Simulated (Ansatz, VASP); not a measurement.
# LaLu2N3 in VASP and in Ansatz

```
La Lu N
1.0
     5.93146    0.00000    0.00000
    -2.96573    5.13679    0.00000
     0.00000    0.00000    3.09019
La Lu N
1 2 3
Direct
  0.00000 0.00000 0.50000
  0.33333 0.66667 0.50000
  0.66667 0.33333 0.50000
  0.50000 0.00000 0.00000
  0.00000 0.50000 0.00000
  0.50000 0.50000 0.00000
```

Alike in both runs: functional PBE; k mesh 3 × 3 × 6; occupations gaussian, width 0.1 eV; no spin polarisation.

Ansatz relaxed the structure, and its values are those at the end. VASP's run is a single point on that final structure, the one shown.

```csv
,VASP,Ansatz
version,VASP 6.6.1,Ansatz 0.2.0
potentials or method,"VASP PAW PBE potentials, release 64 (La, Lu, N), cutoff 520 eV","scalar-relativistic, plane waves, PAW"
valence electrons in the cell,76,76
```

VASP gave:

| Quantity | Value |
| --- | --- |
| gap on the k mesh at the Fermi level (eV) | none |
| pressure (GPa) | 0.7 |

Q: What did Ansatz give for the same quantities?

A: gap on the k mesh at the Fermi level (eV): none; pressure (GPa): 0.0.

A gap of «none» marks a metal or a gap that the smearing closes. With one functional, cell and mesh, what is left measures potentials, basis and numerics.

The k mesh is coarse, so the values compare programs but aren't converged. Neither program's run includes spin-orbit coupling.
